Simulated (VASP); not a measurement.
Write the native input for VASP 6.6.1 that does the following.

| Property | Result |
| --- | --- |
| Task | single point |
| Functional | PBE |
| Potentials or basis | VASP PAW PBE potentials, release 64 (Pd) |
| Cutoff | 500 eV |
| k mesh | 11 × 11 × 11 |
| Occupations | fermi-dirac, width 0.05 eV |
| Spin | no spin polarisation |
| Dipole correction | no |
| Further INCAR settings | ALGO = Normal; EDIFF = 1e-06; NBANDS = 11 |

The structure of Pd lies in POSCAR:

```
Pd
1.0
    0.0000000000      1.9727508162      1.9727508162
    1.9727508162      0.0000000000      1.9727508162
    1.9727508162      1.9727508162      0.0000000000
Pd
1
Direct
    0.0000000000      0.0000000000      0.0000000000
```

One way to write it, as run:

INCAR

```
ALGO = Normal
EDIFF = 1E-6
ENCUT = 500
GGA = PE
GGA_COMPAT = False
ISIF = 2
ISMEAR = -1
LASPH = True
LCHARG = False
LREAL = False
LWAVE = False
NBANDS = 11
NELM = 120
PREC = Accurate
SIGMA = 0.05
```

KPOINTS

```
k-points
0
Gamma
  11 11 11
```

Potentials or basis: VASP PAW PBE potentials, release 64 (Pd).

Command:

```bash
$ cat potpaw_PBE.64/Pd/POTCAR > POTCAR
$ mpirun -np 1 vasp_std > vasp.out
```

It gave:

```
Pressure               : -0.2 GPa
Band gap on the k mesh : zero (bands 5 and 6 overlap by 1.41 eV)
```

Wall time 3.3 s on 1 thread of AMD EPYC 9R45 96-Core Processor (Zen 5), on a shared host, peak memory 0.1 GiB.
